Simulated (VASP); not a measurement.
Input of a VASP 6.6.1 run:

POSCAR

```
SnO
1.0
    3.7702293514      0.0000000000      0.0000000000
    0.0000000000      3.7702293514      0.0000000000
    0.0000000000      0.0000000000      4.8810607534
Sn O
2 2
Direct
    0.5000000000      0.0000000000      0.2325790935
    0.0000000000      0.5000000000      0.7674209065
    0.0000000000      0.0000000000      0.0000000000
    0.5000000000      0.5000000000      0.0000000000
```

The input INCAR.step1:

```
PREC = Accurate
ENCUT = 600
ISMEAR = 0
SIGMA = 0.01
LREAL = False
LASPH = True
NELM = 60
GGA = PE
ALGO = Normal
EDIFF = 1E-4
LWAVE = True
LCHARG = False
KPAR = 4
```

The input INCAR.step2:

```
PREC = Accurate
ENCUT = 600
EDIFF = 1E-6
ISMEAR = 0
SIGMA = 0.01
LREAL = False
LASPH = True
NELM = 60
ALGO = Normal
ISIF = 4
LWAVE = False
LCHARG = False
METAGGA = R2SCAN
LMIXTAU = True
IBRION = 2
NSW = 50
EDIFFG = -0.01
ISTART = 1
KPAR = 4
```

File KPOINTS:

```
regular mesh
0
Gamma
  10 10 8
```

Potentials or basis: VASP PAW PBE potentials, release 64 (Sn_d, O).

Run with:

```sh
$ cat potpaw_PBE.64/Sn_d/POTCAR potpaw_PBE.64/O/POTCAR > POTCAR
$ cp INCAR.step1 INCAR
$ mpirun -np 4 vasp_std > vasp.out
$ cp INCAR.step2 INCAR
$ mpirun -np 4 vasp_std > vasp.out
```

Question: Estimate the band gap on the k mesh.

Answer: 0.11 eV (least direct gap 2.25 eV).

Forces in eV/Å, atoms in the order of the input:
```
Sn   0.000  0.000  0.005
Sn   0.000  0.000 -0.005
O    0.000  0.000  0.000
O    0.000  0.000  0.000
```

Caveat: semilocal functionals underestimate gaps, and a narrow one can read as zero; the PAW data sets were made with another functional, which shifts forces and pressure a little; spin-orbit coupling is left out, which moves the levels of the heavy elements. A k mesh can miss the band edges.
